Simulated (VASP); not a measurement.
# NaZnCl3 in VASP: a series of runs

NaZnCl3 is run at these levels: PBE; tasks: single point.

All numbers are computed with VASP 6.6.1; they aren't measurements. Logs are shortened: lines on timing, memory, paths and dates and some standing lists are left out, and cuts for length are marked.

### Step 1. The cell of the first run

The cell holds an amorphous packing of atoms, 15 atoms: a = 7.375 Å, b = 7.310 Å, c = 7.576 Å, α = 87.55°, β = 89.61°, γ = 89.22°.

### Step 2. Single point, PBE

Input file INCAR:

```
SYSTEM = NaZnCl3
PREC = Accurate
ENCUT = 520
EDIFF = 1E-6
ISMEAR = -1
SIGMA = 0.05
LREAL = Auto
LASPH = .True.
NELM = 100
ALGO = Normal
ISIF = 2
LWAVE = .False.
LCHARG = .False.
GGA = PE
ISYM = 0
NBANDS = 73
```

Input file KPOINTS:

```
Automatic mesh
0
Gamma
  1 1 1
  0 0 0
```

Input file POSCAR:

```
NaZnCl3
1.0
    7.3746020000      0.0495700000      0.0246180000
    0.0495700000      7.3079440000      0.1589410000
    0.0246180000      0.1589410000      7.5744090000
Na Cl Zn
3 9 3
Direct
    0.6882352035      0.5089405482      0.7969822472
    0.7959178080      0.9405286480      0.1286431102
    0.6697381063      0.4795088132      0.2667060594
    0.1587327996      0.2852023722      0.9282353205
    0.4711409313      0.6962566118      1.0407711982
    0.6440043991      0.2460282937      0.0426617993
    0.0523423691      0.6518652375      0.2287310235
    0.8132100264      0.2881389165      0.5643296141
    0.6108371894      0.8389543919      0.4461723892
    0.9729617963      0.7621138861      0.7972623981
    0.3558877443      0.5226026777      0.5768589686
    0.1525343797      0.0477534812      0.4003378907
    0.1890279863      0.6095079309      0.9413244926
    0.1156894432      0.2580174895      0.6223687418
    0.3004279063      0.7758233210      0.4064992967
```

Potentials or basis: VASP PAW PBE potentials, release 64 (Na_pv, Cl, Zn).

Run with:

```sh
> cat potpaw_PBE.64/Na_pv/POTCAR potpaw_PBE.64/Cl/POTCAR potpaw_PBE.64/Zn/POTCAR > POTCAR
> mpirun -np 1 vasp_gam > vasp.out
```

OUTCAR:

```text
SYSTEM = NaZnCl3
   PREC = Accurate
   ENCUT = 520
   EDIFF = 1E-6
   ISMEAR = -1
   LREAL = Auto
   LASPH = .True.
   NELM = 100
   ISIF = 2
   GGA = PE
   ISYM = 0

 ion  position               nearest neighbor table
   1  0.688  0.509  0.797-   8 2.60   6 2.64
   2  0.796  0.941  0.129-   6 2.55
   3  0.670  0.480  0.267-   6 2.47   5 2.71
   4  0.159  0.285  0.928-  14 2.36  13 2.39
   5  0.471  0.696  0.041-  13 2.32   3 2.71
   6  0.644  0.246  0.043-   3 2.47   2 2.55   1 2.64
   7  0.052  0.652  0.229-  13 2.42  15 2.48
   8  0.813  0.288  0.564-  14 2.28   1 2.60
   9  0.611  0.839  0.446-  15 2.37
  10  0.973  0.762  0.797-  13 2.20
  11  0.356  0.523  0.577-  15 2.25  14 2.65
  12  0.153  0.048  0.400-  15 2.25  14 2.34
  13  0.189  0.610  0.941-  10 2.20   5 2.32   4 2.39   7 2.42
  14  0.116  0.258  0.622-   8 2.28  12 2.34   4 2.36  11 2.65
  15  0.300  0.776  0.406-  11 2.25  12 2.25   9 2.37   7 2.48

IMPORTANT INFORMATION: All symmetrisations will be switched off!
NOSYMM: (Re-)initialisation of all symmetry stuff for point group C_1.

----------------------------------------------------------------------------------------

                                     Primitive cell

  volume of cell :     408.0000

  direct lattice vectors                    reciprocal lattice vectors
     7.374602000  0.049570000  0.024618000     0.135608067 -0.000910663 -0.000421638
     0.049570000  7.307944000  0.158941000    -0.000910663  0.136905986 -0.002869868
     0.024618000  0.158941000  7.574409000    -0.000421638 -0.002869868  0.132085093

  length of vectors
     7.374809685  7.309840281  7.576116419     0.135611780  0.136939091  0.132116940

  position of ions in fractional coordinates (direct lattice)
     0.688235203  0.508940548  0.796982247
     0.795917808  0.940528648  0.128643110
     0.669738106  0.479508813  0.266706059
     0.158732800  0.285202372  0.928235321
     0.471140931  0.696256612  0.040771198
     0.644004399  0.246028294  0.042661799
     0.052342369  0.651865237  0.228731024
     0.813210026  0.288138917  0.564329614
     0.610837189  0.838954392  0.446172389
     0.972961796  0.762113886  0.797262398
     0.355887744  0.522602678  0.576858969
     0.152534380  0.047753481  0.400337891
     0.189027986  0.609507931  0.941324493
     0.115689443  0.258017489  0.622368742
     0.300427906  0.775823321  0.406499297

  ion indices of the primitive-cell ions
   primitive index   ion index
                 1           1
                 2           2
                 3           3
                 4           4
                 5           5
                 6           6
                 7           7
                 8           8
                 9           9
                10          10
                11          11
                12          12
                13          13
                14          14
                15          15

----------------------------------------------------------------------------------------

 KPOINTS: Automatic mesh

Automatic generation of k-mesh.
 Grid dimensions read from file:
 generate k-points for:    1    1    1

 Generating k-lattice:

  Cartesian coordinates                     Fractional coordinates (reciprocal lattice)
     0.135608067 -0.000910663 -0.000421638     1.000000000  0.000000000 -0.000000000
    -0.000910663  0.136905986 -0.002869868    -0.000000000  1.000000000  0.000000000
    -0.000421638 -0.002869868  0.132085093    -0.000000000 -0.000000000  1.000000000

  Length of vectors
     0.135611780  0.136939091  0.132116940

  Shift w.r.t. Gamma in fractional coordinates (k-lattice)
     0.000000000  0.000000000  0.000000000

 Subroutine IBZKPT returns following result:
 ===========================================

 Found      1 irreducible k-points:

 Following reciprocal coordinates:
            Coordinates               Weight
  0.000000  0.000000  0.000000      1.000000
   k-points           NKPTS =      1   k-points in BZ     NKDIM =      1   number of bands    NBANDS=     73
   number of dos      NEDOS =    301   number of ions     NIONS =     15
   total plane-waves  NPLWV = 169344
   dimension x,y,z NGX =    56 NGY =   54 NGZ =   56
   dimension x,y,z NGXF=   112 NGYF=  108 NGZF=  112
   ions per type =               3   9   3
   NGX,Y,Z   is equivalent  to a cutoff of  12.62, 12.28, 12.29 a.u.
   NGXF,Y,Z  is equivalent  to a cutoff of  25.25, 24.56, 24.58 a.u.
 SYSTEM =  NaZnCl3
   PREC   = accura    normal or accurate (medium, high low for compatibility)
   ISTART =      0    job   : 0-new  1-cont  2-samecut
   ICHARG =      2    charge: 1-file 2-atom 10-const
   ISPIN  =      1    spin polarized calculation?
   LNONCOLLINEAR =      F non collinear calculations
   LSORBIT =      F    spin-orbit coupling
   LASPH  =      T    aspherical Exc in radial PAW
   ENCUT  =  520.0 eV  38.22 Ry    6.18 a.u.  13.71 13.59 14.09*2*pi/ulx,y,z
   NELM   =    100;   NELMIN=  2; NELMDL= -5     # of ELM steps
   EDIFF  = 0.1E-05   stopping-criterion for ELM
   LREAL  =      T    real-space projection
   EDIFFG = 0.1E-04   stopping-criterion for IOM
   NSW    =      0    number of steps for IOM
   IBRION =     -1    ionic relax: 0-MD 1-quasi-New 2-CG
   NFREE  =      0    steps in history (QN), initial steepest desc. (CG)
   ISIF   =      2    stress and relaxation
   ISYM   =      0    0-nonsym 1-usesym 2-fastsym
   POTIM  = 0.5000    time-step for ionic-motion
   TEBEG  =    0.0;   TEEND  =   0.0 temperature during run
   PSTRESS=    0.0 pullay stress
   NELECT =     120.0000    total number of electrons
   NUPDOWN=      -1.0000    fix difference up-down
   EMIN   =  10.00;   EMAX   =-10.00  energy-range for DOS
   EFERMI =   0.00;   METHOD = LEGACY
   ISMEAR =    -1;   SIGMA  =   0.05  broadening in eV -4-tet -1-fermi 0-gaus
   EFERMI_NEDOS =   21; number of points for ismear=-14 and -15
   IALGO  =     38    algorithm
   IMIX   =      4    mixing-type and parameters
     AMIX     =   0.40;   BMIX     =  1.00
     AMIX_MAG =   1.60;   BMIX_MAG =  1.00
  volume/ion in A,a.u.               =      27.20       183.55
  Fermi-wavevector in a.u.,A,eV,Ry     =   1.088717  2.057378 16.127063  1.185306
  Thomas-Fermi vector in A             =   2.224905
   LORBIT       =      0    0 simple, 1 ext, 2 COOP (PROOUT), +10 PAW based schemes
   GGA     = PE    functional components
   LHFCALC =     F    Hartree Fock is set to
   AEXX    =    0.0000 exact exchange contribution
   IVDW    =     0    specifies the selected vdW correction
   LEPSILON=     F    determine dielectric tensor
   LRPA    =     F    only Hartree local field effects (RPA)
 non-spin polarized calculation
  energy-cutoff  :      520.00
  volume of cell :      408.00
 maximum number of plane-waves:      5501
 NGX is ok and might be reduce to    54
   NGX = 27   NGY = 27   NGZ = 29

 number of electron     119.9999995 magnetization

 Free energy of the ion-electron system (eV)
  ---------------------------------------------------
  ext. energy  EPLUGINS =         0.00000000
  ---------------------------------------------------
  free energy    TOTEN  =       -42.69867494 eV

  energy without entropy =      -42.69867494  energy(sigma->0) =      -42.69867494

 E-fermi :   0.3686     XC(G=0):  -7.6027

 val. band max:       -0.8452059863   @ k =   0.0000   0.0000   0.0000
 cond. band min:       2.0959279069   @ k =   0.0000   0.0000   0.0000
 fundamental gap:      2.9411338931
 Fermi energy:         0.3686153494

 k-point     1 :       0.0000    0.0000    0.0000
  band No.  band energies     occupation
      1     -22.7138      2.00000
      2     -22.6758      2.00000
      3     -22.6574      2.00000
      4     -22.5843      2.00000
      5     -22.5450      2.00000
      6     -22.5152      2.00000
[... 64 lines left out ...]
     71       6.7697      0.00000
     72       6.9250      0.00000
 [bands above 72 left out]

------------------------ aborting loop because EDIFF is reached ----------------------------------------

  FORCE on cell =-STRESS in cart. coord.  units (eV):
  Direction    XX          YY          ZZ          XY          YZ          ZX
  --------------------------------------------------------------------------------------
  -------------------------------------------------------------------------------------
  Total       -0.4315168      2.9243476      3.1465488     -2.1217601     -1.6729892     -1.2569778
  in kB       -1.6945254     11.4836352     12.3561984     -8.3319502     -6.5696698     -4.9360322
  external PRESSURE =       7.3817694 kB  Pullay stress =       0.0000000 kB

 VOLUME and BASIS-vectors are now :
 -----------------------------------------------------------------------------
  energy-cutoff  :      520.00
  volume of cell :      408.00
      direct lattice vectors                 reciprocal lattice vectors
     7.374602000  0.049570000  0.024618000     0.135608067 -0.000910663 -0.000421638
     0.049570000  7.307944000  0.158941000    -0.000910663  0.136905986 -0.002869868
     0.024618000  0.158941000  7.574409000    -0.000421638 -0.002869868  0.132085093

 POSITION                                       TOTAL-FORCE (eV/Angst)
 -----------------------------------------------------------------------------------
      5.12031      3.88010      6.13450        -0.076424      0.136767      0.000936
      5.91937      6.93323      1.14348         0.053907      0.000720      0.047143
      4.96939      3.57981      2.11284         0.146702      0.135976      0.633313
      1.20758      2.23965      7.08007         0.066872      0.136329     -0.694576
      3.50999      5.11804      0.43108        -0.463606      0.166767     -0.445564
      4.76252      1.83666      0.37810         0.086826     -0.289250     -0.147301
      0.42395      4.80274      1.83740         0.081429     -0.107628      0.326157
      6.02528      2.23571      4.34028         0.440923      0.062201     -0.078640
      4.55725      6.23223      3.52787        -0.197662      0.033282     -0.330942
      7.23261      5.74443      6.18388        -0.260917      0.252620     -0.267749
      2.66464      3.92848      4.46119        -0.622935     -1.134996      0.364731
      1.13710      0.42017      3.04367         0.192831      0.474280      0.175891
      1.44739      4.61324      7.23151         0.297837     -0.353158      0.423406
      0.88127      1.99023      4.75793        -0.157200      0.270104      0.303214
      2.26400      5.74917      3.20970         0.411416      0.215988     -0.310018
 -----------------------------------------------------------------------------------
    total drift:                                0.000165      0.000721      0.006111

  FREE ENERGIE OF THE ION-ELECTRON SYSTEM (eV)
  ---------------------------------------------------
  free  energy   TOTEN  =       -42.6986749416 eV

  energy  without entropy=      -42.6986749415  energy(sigma->0) =      -42.69867494
```

Run time: 46 s. Hardware: 1 thread of Intel Xeon 6975P-C (Granite Rapids), shared host; peak memory 0.38 GiB.

Results:

```
Free energy            : -42.6987 eV
Pressure               : 0.7 GPa
Largest force          : 1.345 eV/Å
Band gap on the k mesh : 2.94 eV
```

Forces in eV/Å, atoms in the order of the input:
```
Na  -0.076  0.137  0.001
Na   0.054  0.001  0.047
Na   0.147  0.136  0.633
Cl   0.067  0.136 -0.695
Cl  -0.464  0.167 -0.446
Cl   0.087 -0.289 -0.147
Cl   0.081 -0.108  0.326
Cl   0.441  0.062 -0.079
Cl  -0.198  0.033 -0.331
Cl  -0.261  0.253 -0.268
Cl  -0.623 -1.135  0.365
Cl   0.193  0.474  0.176
Zn   0.298 -0.353  0.423
Zn  -0.157  0.270  0.303
Zn   0.411  0.216 -0.310
```

Stress tensor (GPa, compression positive):
```
-0.17 -0.83 -0.49
-0.83  1.15 -0.66
-0.49 -0.66  1.24
```

Caveat: the k points lie up to 0.86 Å⁻¹ apart.

### Step 3. Single point, PBE

Input file INCAR:

```
SYSTEM = NaZnCl3
PREC = Accurate ; ENCUT = 520
EDIFF = 1E-6 ; ISMEAR = -1
SIGMA = 0.05 ; LREAL = Auto
LASPH = .TRUE. ; NELM = 80
ALGO = Normal ; ISIF = 2
LWAVE = .FALSE. ; LCHARG = .FALSE.
GGA = PE ; NBANDS = 73
ISYM = 0
```

Input file KPOINTS:

```
regular mesh
0
G
  1 1 1
  0 0 0
```

Input file POSCAR:

```
NaZnCl3
1.0
    7.3746020000      0.0495700000      0.0246180000
    0.0495700000      7.3079440000      0.1589410000
    0.0246180000      0.1589410000      7.5744090000
Na Cl Zn
3 9 3
Direct
    0.6730075039      0.5958702729      0.7477141364
    0.7812657789      0.9522137411      0.0839868820
    0.6671544911      0.5267195283      0.2732418677
    0.1826879241      0.2532153186      0.9393283744
    0.4309291902      0.7280787120      1.0072252273
    0.6989888728      0.2834699698      0.0476746491
    0.0369180057      0.6496625684      0.2511831793
    0.8258562946      0.3183228827      0.5656533087
    0.5898613897      0.8444110587      0.3985116534
    0.9544879194      0.7588866528      0.7891977068
    0.3402299300      0.4907705952      0.5788926437
    0.1666953094      0.0500576793      0.4240831301
    0.1592961989      0.5917283954      0.9553967238
    0.1078825904      0.2558045942      0.6494272105
    0.2933877545      0.7693200447      0.4245220826
```

Potentials or basis: VASP PAW PBE potentials, release 64 (Na_pv, Cl, Zn).

Run with:

```sh
> cat potpaw_PBE.64/Na_pv/POTCAR potpaw_PBE.64/Cl/POTCAR potpaw_PBE.64/Zn/POTCAR > POTCAR
> mpirun -np 1 vasp_gam > vasp.out
```

Run time: 50 s. Hardware: 1 thread of Intel Xeon 6975P-C (Granite Rapids), shared host; peak memory 0.37 GiB.

It converged, with:

```yaml
Free_energy: -42.6905 eV
Pressure: 0.8 GPa
Largest_force: 1.001 eV/Å
Band_gap_on_the_k_mesh: 2.71 eV
```

Forces on the atoms (eV/Å):
```
Na  -0.724 -0.689  0.057
Na   0.132 -0.038  0.064
Na   0.100 -0.489  0.047
Cl  -0.099  0.660 -0.268
Cl  -0.087 -0.157 -0.302
Cl  -0.148  0.316 -0.182
Cl   0.292 -0.037 -0.342
Cl  -0.052  0.003  0.026
Cl   0.239  0.118  0.378
Cl   0.700  0.396  0.288
Cl  -0.027  0.197 -0.054
Cl  -0.081  0.283  0.191
Zn   0.063 -0.334  0.417
Zn  -0.009 -0.020 -0.078
Zn  -0.300 -0.208 -0.242
```

Stress tensor (GPa, compression positive):
```
 1.30  0.13 -0.27
 0.13  0.10  0.26
-0.27  0.26  1.07
```

Levels at points of the mesh, in eV from the valence-band top:
```csv
k point,band 56,band 57,band 58,band 59,band 60,band 61,band 62,band 63,band 64,band 65
"(0.00, 0.00, 0.00)",-1.22,-1.17,-0.68,-0.19,0.00,2.71,3.86,4.66,5.67,5.76
```

Caveat: the k points lie up to 0.86 Å⁻¹ apart.

### Step 4. Single point, PBE

Input file INCAR:

```
SYSTEM = NaZnCl3
ALGO = Normal
EDIFF = 1E-6
ENCUT = 520
GGA = PE
ISIF = 2
ISMEAR = -1
ISYM = 0
LASPH = .True.
LCHARG = .False.
LREAL = Auto
LWAVE = .False.
NBANDS = 73
NELM = 100
PREC = Accurate
SIGMA = 0.05
```

Input file KPOINTS:

```
k-points
0
Gamma
  1 1 1
  0 0 0
```

Input file POSCAR:

```
NaZnCl3
1.0
    7.3746020000      0.0495700000      0.0246180000
    0.0495700000      7.3079440000      0.1589410000
    0.0246180000      0.1589410000      7.5744090000
Na Cl Zn
3 9 3
Direct
    0.6567038589      0.5658712861      0.8049057182
    0.7564249058      0.9903603287     -0.0002756029
    0.6888974057      0.5115614384      0.3518853599
    0.1924144632      0.2620278012      0.9296123539
    0.4244774604      0.7497789224      1.0312019858
    0.6566858321      0.3153459331      0.0762714702
    0.0662051543      0.5910601064      0.2515024574
    0.8235021615      0.2809407332      0.6144723665
    0.6076724357      0.8471756819      0.4281477763
    0.9631728705      0.7638959493      0.8215167974
    0.3165620255      0.5225775025      0.6086151256
    0.1653624186      0.0792002729      0.4031610832
    0.1745706190      0.5666977682      0.9723355196
    0.1274674324      0.2538066794      0.6324324075
    0.3116803889      0.7849313865      0.3824084853
```

Potentials or basis: VASP PAW PBE potentials, release 64 (Na_pv, Cl, Zn).

Run with:

```sh
> cat potpaw_PBE.64/Na_pv/POTCAR potpaw_PBE.64/Cl/POTCAR potpaw_PBE.64/Zn/POTCAR > POTCAR
> mpirun -np 1 vasp_gam > vasp.out
```

OUTCAR:

```text
SYSTEM = NaZnCl3
   EDIFF = 1E-6
   ENCUT = 520
   GGA = PE
   ISIF = 2
   ISMEAR = -1
   ISYM = 0
   LASPH = .True.
   LREAL = Auto
   NELM = 100
   PREC = Accurate

 ion  position               nearest neighbor table
   1  0.657  0.566  0.805-   6 2.69  10 2.71
   2  0.756  0.990  1.000-   6 2.57  10 2.64
   3  0.689  0.512  0.352-   6 2.60   9 2.61
[... 255 lines left out ...]
  energy-cutoff  :      520.00
  volume of cell :      408.00
      direct lattice vectors                 reciprocal lattice vectors
     7.374602000  0.049570000  0.024618000     0.135608067 -0.000910663 -0.000421638
     0.049570000  7.307944000  0.158941000    -0.000910663  0.136905986 -0.002869868
     0.024618000  0.158941000  7.574409000    -0.000421638 -0.002869868  0.132085093

 POSITION                                       TOTAL-FORCE (eV/Angst)
 -----------------------------------------------------------------------------------
      4.89079      4.29584      6.20279        -0.003424     -0.292968      0.051569
      5.65204      7.43389      7.74835        -0.069525      0.182859      0.169605
      5.11437      3.82854      2.76359         0.179839     -0.371335     -0.217716
      1.45485      2.07218      7.08765        -0.071820     -0.401669     -0.038465
      3.16829      5.50534      0.36596        -0.044364      0.107463     -0.029650
      4.86031      2.34921      0.64400         0.019740      0.075172      0.100225
      0.52373      4.36269      2.00056         0.003222      0.476462      0.615847
      6.10205      2.19159      4.71919        -0.232828      0.155681      0.099412
      4.53388      6.28928      3.39258        -0.101815      0.070158      0.120672
      7.16111      5.76083      6.36763         0.116550     -0.195841     -0.037820
      2.37541      3.93139      4.70075         0.317387      0.272496     -0.300231
      1.23333      0.65107      3.07037         0.389203     -0.866949     -0.427579
      1.33942      4.30459      7.45924        -0.107862      0.454331     -0.349279
      0.96817      1.96164      4.83378        -0.103186      0.418310      0.373318
      2.34684      5.81247      3.02895        -0.291116     -0.084172     -0.129907
 -----------------------------------------------------------------------------------
    total drift:                                0.001754      0.001546      0.002514

  FREE ENERGIE OF THE ION-ELECTRON SYSTEM (eV)
  ---------------------------------------------------
  free  energy   TOTEN  =       -42.8111422779 eV

  energy  without entropy=      -42.8111422779  energy(sigma->0) =      -42.81114228
```

stdout:

```text
POSCAR found type information on POSCAR NaClZn
 POSCAR found :  3 types and      15 ions
 scaLAPACK will be used
 LDA part: xc-table for (Slater+PW92), standard interpolation
 POSCAR, INCAR and KPOINTS ok, starting setup
 FFT: planning ... GRIDC
 FFT: planning ... GRID_SOFT
 FFT: planning ... GRID
 WAVECAR not read
 entering main loop
```

It took 51 s on 1 thread of Intel Xeon 6975P-C (Granite Rapids), shared host; peak memory 0.38 GiB.

Results:

```
Free energy            : -42.8111 eV
Pressure               : 0.7 GPa
Largest force          : 1.042 eV/Å
Band gap on the k mesh : 2.99 eV
```

Forces on the atoms (eV/Å):
```
Na  -0.003 -0.293  0.052
Na  -0.070  0.183  0.170
Na   0.180 -0.371 -0.218
Cl  -0.072 -0.402 -0.038
Cl  -0.044  0.107 -0.030
Cl   0.020  0.075  0.100
Cl   0.003  0.476  0.616
Cl  -0.233  0.156  0.099
Cl  -0.102  0.070  0.121
Cl   0.117 -0.196 -0.038
Cl   0.317  0.272 -0.300
Cl   0.389 -0.867 -0.428
Zn  -0.108  0.454 -0.349
Zn  -0.103  0.418  0.373
Zn  -0.291 -0.084 -0.130
```

Caveat: the k points lie up to 0.86 Å⁻¹ apart.
